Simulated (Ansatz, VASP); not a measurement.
# ZnS: VASP beside Ansatz

```
Zn S
1.0
     6.63017    0.00000    0.00000
     0.00000    6.63017    0.00000
     0.00000    0.00000    3.86215
Zn S
4 4
Direct
  0.67519 0.67519 0.00000
  0.17519 0.82481 0.50000
  0.82481 0.17519 0.50000
  0.32481 0.32481 0.00000
  0.81429 0.81429 0.50000
  0.18571 0.18571 0.50000
  0.68571 0.31429 0.00000
  0.31429 0.68571 0.00000
```

Alike in both runs: functional PBE; k mesh 4 × 4 × 8; occupations gaussian, width 0.02 eV; no spin polarisation.

Ansatz relaxed the structure, and its values are those at the end. VASP's run is a single point on that final structure, the one shown.

```csv
,VASP,Ansatz
version,VASP 6.6.1,Ansatz 0.2.0
potentials or method,"VASP PAW PBE potentials, release 64 (Zn, S), cutoff 520 eV","scalar-relativistic, plane waves, PAW"
valence electrons in the cell,72,72
```

Ansatz gave:

| Property | Result |
| --- | --- |
| gap on the k mesh at the Fermi level (eV) | 2.17 |
| least direct gap on the mesh (eV) | 2.17 |
| pressure (GPa) | 0.0 |

**Question.** Which values does VASP return?

**Answer.** gap on the k mesh at the Fermi level (eV): 2.17; least direct gap on the mesh (eV): 2.17; pressure (GPa): 0.1.

The functional is the same, so the differences come from potentials, cutoffs and numerics.
